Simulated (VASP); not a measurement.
# CdO (Monteponite) (Fm-3m) in VASP: a series of runs

CdO (Monteponite) is run at these levels: PBE; tasks: single point.

All numbers are computed with VASP 6.6.1; they aren't measurements. Logs are shortened: lines on timing, memory, paths and dates and some standing lists are left out, and cuts for length are marked.

## 1. The cell of the first run

The structure is cubic, space group Fm-3m (No. 225). Conventional cell: a = 4.738 Å, b = 4.738 Å, c = 4.738 Å, α = 90.00°, β = 90.00°, γ = 90.00°. Cd (site symmetry m-3m) has 6 O at 2.37 Å within 3.1 Å. Within 3.1 Å of O (site symmetry m-3m) lie 6 Cd at 2.37 Å.

## 2. Single point, PBE

INCAR reads:

```
ALGO = Normal
EDIFF = 1E-6
ENCUT = 600
GGA = PE
GGA_COMPAT = False
ISIF = 2
ISMEAR = -1
LASPH = True
LCHARG = True
LELF = True
LREAL = False
LVHAR = True
LWAVE = False
NBANDS = 16
NELM = 120
PREC = Accurate
SIGMA = 0.1
```

KPOINTS reads:

```
k-points
0
Gamma
  7 7 7
```

POSCAR reads:

```
CdO
1.0
    0.0000000000      2.3689182360      2.3689182360
    2.3689182360      0.0000000000      2.3689182360
    2.3689182360      2.3689182360      0.0000000000
Cd O
1 1
Direct
    0.0000000000      0.0000000000      0.0000000000
    0.5000000000      0.5000000000      0.5000000000
```

Potentials or basis: VASP PAW PBE potentials, release 64 (Cd, O).

Command:

```console
cat potpaw_PBE.64/Cd/POTCAR potpaw_PBE.64/O/POTCAR > POTCAR
mpirun -np 1 vasp_std > vasp.out
```

OUTCAR:

```text
EDIFF = 1E-6
   ENCUT = 600
   GGA = PE
   ISIF = 2
   ISMEAR = -1
   LASPH = True
   LREAL = False
   NELM = 120
   PREC = Accurate

 ion  position               nearest neighbor table
   1  0.000  0.000  0.000-   2 2.37   2 2.37   2 2.37   2 2.37   2 2.37   2 2.37
   2  0.500  0.500  0.500-   1 2.37   1 2.37   1 2.37   1 2.37   1 2.37   1 2.37

  LATTYP: Found a face centered cubic cell.
 ALAT       =     4.7378364720

  Lattice vectors:

 A1 = (   0.0000000000,   2.3689182360,   2.3689182360)
 A2 = (   2.3689182360,   0.0000000000,   2.3689182360)
 A3 = (   2.3689182360,   2.3689182360,   0.0000000000)

Analysis of symmetry for initial positions (statically):
=====================================================================
 Subroutine PRICEL returns:
 Original cell was already a primitive cell.

 Routine SETGRP: Setting up the symmetry group for a
 face centered cubic supercell.

 Subroutine GETGRP returns: Found 48 space group operations
 (whereof 48 operations were pure point group operations)
 out of a pool of 48 trial point group operations.

The static configuration has the point symmetry O_h .

Analysis of symmetry for dynamics (positions and initial velocities):
=====================================================================
 Subroutine PRICEL returns:
 Original cell was already a primitive cell.

 Routine SETGRP: Setting up the symmetry group for a
 face centered cubic supercell.

 Subroutine GETGRP returns: Found 48 space group operations
 (whereof 48 operations were pure point group operations)
 out of a pool of 48 trial point group operations.

The dynamic configuration has the point symmetry O_h .

 Subroutine INISYM returns: Found 48 space group operations
 (whereof 48 operations are pure point group operations),
 and found     1 'primitive' translations

----------------------------------------------------------------------------------------

                                     Primitive cell

  volume of cell :      26.5877

  direct lattice vectors                    reciprocal lattice vectors
     0.000000000  2.368918236  2.368918236    -0.211066804  0.211066804  0.211066804
     2.368918236  0.000000000  2.368918236     0.211066804 -0.211066804  0.211066804
     2.368918236  2.368918236  0.000000000     0.211066804  0.211066804 -0.211066804

  length of vectors
     3.350156298  3.350156298  3.350156298     0.365578428  0.365578428  0.365578428

  position of ions in fractional coordinates (direct lattice)
     0.000000000  0.000000000  0.000000000
     0.500000000  0.500000000  0.500000000

  ion indices of the primitive-cell ions
   primitive index   ion index
                 1           1
                 2           2

----------------------------------------------------------------------------------------

 KPOINTS: k-points

Automatic generation of k-mesh.
 Grid dimensions read from file:
 generate k-points for:    7    7    7

 Generating k-lattice:

  Cartesian coordinates                     Fractional coordinates (reciprocal lattice)
    -0.030152401  0.030152401  0.030152401     0.142857143  0.000000000  0.000000000
     0.030152401 -0.030152401  0.030152401     0.000000000  0.142857143  0.000000000
     0.030152401  0.030152401 -0.030152401     0.000000000  0.000000000  0.142857143

  Length of vectors
     0.052225490  0.052225490  0.052225490

  Shift w.r.t. Gamma in fractional coordinates (k-lattice)
     0.000000000  0.000000000  0.000000000

 Subroutine IBZKPT returns following result:
 ===========================================

 Found     20 irreducible k-points:

 Following reciprocal coordinates:
            Coordinates               Weight
  0.000000  0.000000  0.000000      1.000000
  0.142857  0.000000  0.000000      8.000000
  0.285714  0.000000  0.000000      8.000000
  0.428571  0.000000  0.000000      8.000000
  0.142857  0.142857  0.000000      6.000000
  0.285714  0.142857  0.000000     24.000000
[... 12 lines left out ...]
 -0.428571  0.428571  0.142857     24.000000
 -0.285714  0.428571  0.142857     24.000000
   k-points           NKPTS =     20   k-points in BZ     NKDIM =     20   number of bands    NBANDS=     16
   number of dos      NEDOS =    301   number of ions     NIONS =      2
   total plane-waves  NPLWV =  21952
   dimension x,y,z NGX =    28 NGY =   28 NGZ =   28
   dimension x,y,z NGXF=    56 NGYF=   56 NGZF=   56
   ions per type =               1   1
   NGX,Y,Z   is equivalent  to a cutoff of  13.89, 13.89, 13.89 a.u.
   NGXF,Y,Z  is equivalent  to a cutoff of  27.79, 27.79, 27.79 a.u.
 SYSTEM =  unknown system
   PREC   = accura    normal or accurate (medium, high low for compatibility)
   ISTART =      0    job   : 0-new  1-cont  2-samecut
   ICHARG =      2    charge: 1-file 2-atom 10-const
   ISPIN  =      1    spin polarized calculation?
   LNONCOLLINEAR =      F non collinear calculations
   LSORBIT =      F    spin-orbit coupling
   LASPH  =      T    aspherical Exc in radial PAW
   ENCUT  =  600.0 eV  44.10 Ry    6.64 a.u.   6.69  6.69  6.69*2*pi/ulx,y,z
   NELM   =    120;   NELMIN=  2; NELMDL= -5     # of ELM steps
   EDIFF  = 0.1E-05   stopping-criterion for ELM
   LREAL  =      F    real-space projection
   EDIFFG = 0.1E-04   stopping-criterion for IOM
   NSW    =      0    number of steps for IOM
   IBRION =     -1    ionic relax: 0-MD 1-quasi-New 2-CG
   NFREE  =      0    steps in history (QN), initial steepest desc. (CG)
   ISIF   =      2    stress and relaxation
   ISYM   =      2    0-nonsym 1-usesym 2-fastsym
   POTIM  = 0.5000    time-step for ionic-motion
   TEBEG  =    0.0;   TEEND  =   0.0 temperature during run
   PSTRESS=    0.0 pullay stress
   NELECT =      18.0000    total number of electrons
   NUPDOWN=      -1.0000    fix difference up-down
   EMIN   =  10.00;   EMAX   =-10.00  energy-range for DOS
   EFERMI =   0.00;   METHOD = LEGACY
   ISMEAR =    -1;   SIGMA  =   0.10  broadening in eV -4-tet -1-fermi 0-gaus
   EFERMI_NEDOS =   21; number of points for ismear=-14 and -15
   IALGO  =     38    algorithm
   IMIX   =      4    mixing-type and parameters
     AMIX     =   0.40;   BMIX     =  1.00
     AMIX_MAG =   1.60;   BMIX_MAG =  1.00
  volume/ion in A,a.u.               =      13.29        89.71
  Fermi-wavevector in a.u.,A,eV,Ry     =   1.437493  2.716467 28.114872  2.066385
  Thomas-Fermi vector in A             =   2.556564
   LORBIT       =      0    0 simple, 1 ext, 2 COOP (PROOUT), +10 PAW based schemes
   GGA     = PE    functional components
   LHFCALC =     F    Hartree Fock is set to
   AEXX    =    0.0000 exact exchange contribution
   IVDW    =     0    specifies the selected vdW correction
   LEPSILON=     F    determine dielectric tensor
   LRPA    =     F    only Hartree local field effects (RPA)
 non-spin polarized calculation
  energy-cutoff  :      600.00
  volume of cell :       26.59
 maximum number of plane-waves:       905
   NGX = 13   NGY = 13   NGZ = 13

 number of electron      17.9999997 magnetization

 Free energy of the ion-electron system (eV)
  ---------------------------------------------------
  ext. energy  EPLUGINS =         0.00000000
  ---------------------------------------------------
  free energy    TOTEN  =        -7.72430048 eV

  energy without entropy =       -7.72123787  energy(sigma->0) =       -7.72276918

 E-fermi :   2.1267     XC(G=0): -11.5605

 val. band max:        1.7450134952   @ k =   0.4286   0.0000   0.0000
 cond. band min:       2.9582226339   @ k =   0.1429   0.0000   0.0000
 fundamental gap:      1.2132091388
 Fermi energy:         2.1267276380

 k-point     1 :       0.0000    0.0000    0.0000
  band No.  band energies     occupation
      1     -15.3833      2.00000
      2      -4.8559      2.00000
      3      -4.8559      2.00000
      4      -4.8559      2.00000
      5      -4.5658      2.00000
      6      -4.5658      2.00000
[... 8 lines left out ...]
     15      19.6446      0.00000
     16      19.6446      0.00000

 k-point     2 :       0.1429    0.0000    0.0000
  band No.  band energies     occupation
      1     -15.2538      2.00000
      2      -4.9362      2.00000
      3      -4.8535      2.00000
      4      -4.8535      2.00000
      5      -4.6533      2.00000
      6      -4.6533      2.00000
[... 8 lines left out ...]
     15      20.2553      0.00000
     16      20.2553      0.00000

 k-point     3 :       0.2857    0.0000    0.0000
  band No.  band energies     occupation
      1     -14.9454      2.00000
      2      -5.2546      2.00000
      3      -5.1318      2.00000
      4      -5.1318      2.00000
      5      -4.5171      2.00000
      6      -4.5171      2.00000
[... 8 lines left out ...]
     15      21.4689      0.00000
     16      21.4689      0.00000

 k-point     4 :       0.4286    0.0000    0.0000
  band No.  band energies     occupation
      1     -14.6768      2.00000
      2      -5.6514      2.00000
      3      -5.3667      2.00000
      4      -5.3667      2.00000
      5      -4.3579      2.00000
      6      -4.3579      2.00000
[... 8 lines left out ...]
     15      23.0977      0.00000
     16      23.0980      0.00000

 k-point     5 :       0.1429    0.1429    0.0000
  band No.  band energies     occupation
      1     -15.2212      2.00000
      2      -4.9385      2.00000
      3      -4.9210      2.00000
      4      -4.7814      2.00000
      5      -4.7814      2.00000
      6      -4.5191      2.00000
[... 8 lines left out ...]
     15      21.4835      0.00000
     16      22.9743      0.00000

 k-point     6 :       0.2857    0.1429    0.0000
  band No.  band energies     occupation
      1     -14.9986      2.00000
      2      -5.2004      2.00000
      3      -5.0569      2.00000
      4      -4.8501      2.00000
      5      -4.6507      2.00000
      6      -4.4402      2.00000
[... 8 lines left out ...]
     15      22.0241      0.00000
     16      23.7449      0.00000

 k-point     7 :       0.4286    0.1429    0.0000
  band No.  band energies     occupation
      1     -14.7398      2.00000
      2      -5.4176      2.00000
      3      -5.2451      2.00000
      4      -5.1259      2.00000
      5      -4.4753      2.00000
      6      -4.3201      2.00000
[... 8 lines left out ...]
     15      22.2965      0.00000
     16      24.1178      0.00000

 k-point     8 :      -0.4286    0.1429    0.0000
  band No.  band energies     occupation
      1     -14.6485      2.00000
      2      -5.5516      2.00000
      3      -5.2991      2.00000
      4      -5.2307      2.00000
      5      -4.3536      2.00000
      6      -4.3392      2.00000
[... 8 lines left out ...]
     15      21.6532      0.00000
     16      22.6156      0.00000

 k-point     9 :      -0.2857    0.1429    0.0000
  band No.  band energies     occupation
      1     -14.8044      2.00000
      2      -5.3877      2.00000
      3      -5.2486      2.00000
      4      -5.0849      2.00000
      5      -4.5353      2.00000
      6      -4.3337      2.00000
[... 8 lines left out ...]
     15      20.7030      0.00000
     16      22.2228      0.00000
[... 96 lines left out ...]
 k-point    15 :       0.4286    0.4286    0.0000
  band No.  band energies     occupation
      1     -14.7852      2.00000
      2      -5.2652      2.00000
      3      -4.3268      2.00000
      4      -4.2685      2.00000
      5      -4.2571      2.00000
      6      -4.2571      2.00000
[... 8 lines left out ...]
     15      24.6313      0.00000
     16      27.1366      0.00000

 k-point    16 :      -0.4286    0.4286    0.0000
  band No.  band energies     occupation
      1     -14.7384      2.00000
      2      -5.2525      2.00000
      3      -4.5266      2.00000
      4      -4.4097      2.00000
      5      -4.2326      2.00000
      6      -4.0389      2.00000
[... 8 lines left out ...]
     15      25.0808      0.00000
     16      25.3381      0.00000

 k-point    17 :       0.4286    0.2857    0.1429
  band No.  band energies     occupation
      1     -14.8243      2.00000
      2      -5.2384      2.00000
      3      -5.0895      2.00000
      4      -4.9923      2.00000
      5      -4.5218      2.00000
      6      -4.2967      2.00000
[... 8 lines left out ...]
     15      23.3172      0.00000
     16      24.0667      0.00000

 k-point    18 :      -0.4286    0.2857    0.1429
  band No.  band energies     occupation
      1     -14.6818      2.00000
      2      -5.2925      2.00000
      3      -5.1005      2.00000
      4      -5.0442      2.00000
      5      -4.3727      2.00000
      6      -4.2686      2.00000
[... 8 lines left out ...]
     15      21.4967      0.00000
     16      25.0311      0.00000

 k-point    19 :      -0.4286    0.4286    0.1429
  band No.  band energies     occupation
      1     -14.7214      2.00000
      2      -5.1763      2.00000
      3      -4.8070      2.00000
      4      -4.6808      2.00000
      5      -4.2549      2.00000
      6      -4.1251      2.00000
[... 8 lines left out ...]
     15      23.5033      0.00000
     16      25.8007      0.00000

 k-point    20 :      -0.2857    0.4286    0.1429
  band No.  band energies     occupation
      1     -14.6750      2.00000
      2      -5.1597      2.00000
      3      -4.9545      2.00000
      4      -4.8645      2.00000
      5      -4.2512      2.00000
      6      -4.1158      2.00000
[... 8 lines left out ...]
     15      21.4486      0.00000
     16      26.6007      0.00000

------------------------ aborting loop because EDIFF is reached ----------------------------------------

  FORCE on cell =-STRESS in cart. coord.  units (eV):
  Direction    XX          YY          ZZ          XY          YZ          ZX
  --------------------------------------------------------------------------------------
  -------------------------------------------------------------------------------------
  Total        0.5996818      0.5996818      0.5996818      0.0000000     -0.0000000     -0.0000000
  in kB       36.1369304     36.1369304     36.1369304      0.0000000     -0.0000000     -0.0000000
  external PRESSURE =      36.1369304 kB  Pullay stress =       0.0000000 kB

 VOLUME and BASIS-vectors are now :
 -----------------------------------------------------------------------------
  energy-cutoff  :      600.00
  volume of cell :       26.59
      direct lattice vectors                 reciprocal lattice vectors
     0.000000000  2.368918236  2.368918236    -0.211066804  0.211066804  0.211066804
     2.368918236  0.000000000  2.368918236     0.211066804 -0.211066804  0.211066804
     2.368918236  2.368918236  0.000000000     0.211066804  0.211066804 -0.211066804

 POSITION                                       TOTAL-FORCE (eV/Angst)
 -----------------------------------------------------------------------------------
      0.00000      0.00000      0.00000         0.000000      0.000000      0.000000
      2.36892      2.36892      2.36892        -0.000000     -0.000000     -0.000000
 -----------------------------------------------------------------------------------
    total drift:                                0.000000      0.000000      0.000000

  FREE ENERGIE OF THE ION-ELECTRON SYSTEM (eV)
  ---------------------------------------------------
  free  energy   TOTEN  =        -7.7243004837 eV

  energy  without entropy=       -7.7212378735  energy(sigma->0) =       -7.72276918
```

Run time: 6.7 s. Hardware: 1 thread of Intel Xeon 6975P-C (Granite Rapids), shared host; peak memory 0.16 GiB.

Results:

- Free energy: -7.7243 eV
- Pressure: 3.6 GPa
- Band gap on the k mesh: zero (band 9 reaches 1.75 eV, above the bottom of band 10 at 1.33 eV)

## 3. Single point, PBE

This run uses another cell than the first one, of 13.62 Å³/atom, 1.024 times its volume.

INCAR reads:

```
SYSTEM = CdO
PREC = Accurate ; ENCUT = 600
EDIFF = 1E-6 ; ISMEAR = -1
SIGMA = 0.1 ; LREAL = .FALSE.
LASPH = .TRUE. ; NELM = 120
ALGO = Normal ; ISIF = 2
LWAVE = .FALSE. ; LCHARG = .FALSE.
GGA = PE ; NBANDS = 16
GGA_COMPAT = .FALSE.
```

KPOINTS reads:

```
Automatic mesh
0
G
  7 7 7
  0 0 0
```

POSCAR reads:

```
CdO
1.0
    0.0000000000      2.3880232403      2.3880232403
    2.3880232403      0.0000000000      2.3880232403
    2.3880232403      2.3880232403      0.0000000000
Cd O
1 1
Direct
    0.0000000000      0.0000000000      0.0000000000
    0.5000000000      0.5000000000      0.5000000000
```

Potentials or basis: VASP PAW PBE potentials, release 64 (Cd, O).

Command:

```console
cat potpaw_PBE.64/Cd/POTCAR potpaw_PBE.64/O/POTCAR > POTCAR
mpirun -np 1 vasp_std > vasp.out
```

It took 6.5 s on 1 thread of Intel Xeon 6975P-C (Granite Rapids), shared host; peak memory 0.15 GiB.

Results (log left out):

```yaml
Free_energy: -7.7335 eV
Pressure: 0.3 GPa
Band_gap_on_the_k_mesh: zero (band 9 reaches 1.53 eV, above the bottom of band 10 at 1.07 eV)
```

Levels at points of the mesh, in eV from the Fermi level:
| k point | band 6 | band 7 | band 8 | band 9 | band 10 | band 11 | band 12 | band 13 |
| --- | --- | --- | --- | --- | --- | --- | --- | --- |
| (0.00, 0.00, 0.00) | -6.68 | -1.48 | -1.48 | -1.48 | -0.84 | 14.59 | 16.37 | 16.37 |
